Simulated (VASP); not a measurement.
Input of a VASP 6.6.1 run:

INCAR

```
SYSTEM = SnO2
ALGO = Normal ; EDIFF = 1E-7
ENCUT = 520 ; GGA = PE
ISIF = 2 ; ISMEAR = 0
LASPH = .TRUE. ; LCHARG = .FALSE.
LREAL = .FALSE. ; LWAVE = .FALSE.
NBANDS = 64 ; NELM = 60
PREC = Accurate ; SIGMA = 0.05
```

File KPOINTS:

```
k-points
0
G
  6 6 6
  0 0 0
```

The input POSCAR:

```
SnO2
1.0
    0.0000000000      4.5220682583      4.5220682583
    4.5220682583      0.0000000000      4.5220682583
    4.5220682583      4.5220682583      0.0000000000
Sn O
4 8
Direct
    0.2037250390      0.1250000000      0.5462749610
    0.6250000000      0.1250000000      0.1250000000
    0.1250000000      0.6250000000      0.1250000000
    0.1250000000      0.1250000000      0.1250000000
    0.8910551956      0.8910551956      0.8910551956
    0.8910551956      0.3268344131      0.8910551956
    0.8910551956      0.8910551956      0.3268344131
    0.3268344131      0.8910551956      0.8910551956
    0.9231655869      0.3589448044      0.3589448044
    0.3589448044      0.3589448044      0.9231655869
    0.3589448044      0.9231655869      0.3589448044
    0.3589448044      0.3589448044      0.3589448044
```

Potentials or basis: VASP PAW PBE potentials, release 64 (Sn_d, O).

Run with:

```bash
$ cat potpaw_PBE.64/Sn_d/POTCAR potpaw_PBE.64/O/POTCAR > POTCAR
$ mpirun -np 1 vasp_std > vasp.out
```

Q: Estimate the band gap on the k mesh.

A: 0.61 eV.

Q: Estimate the pressure.

A: 8.6 GPa.

Q: Predict the largest force.

A: 16.795 eV/Å.

Stress tensor (GPa, compression positive):
```
12.53  0.57  1.46
 0.57  0.72 -0.57
 1.46 -0.57 12.53
```

Caveat: the cell differs from its parent crystal (atom 1 (Sn) moved by -0.356 Å along [1 0 0] and +0.356 Å along [0 0 1]); the stress differs along the axes, from 1 to 13 GPa; semilocal functionals underestimate gaps, and a narrow one can read as zero; spin-orbit coupling is left out, which moves the levels of the heavy elements; forces of over 1 eV/Å act on the atoms, so gaps and moduli don't describe the material at rest. A k mesh can miss the band edges.
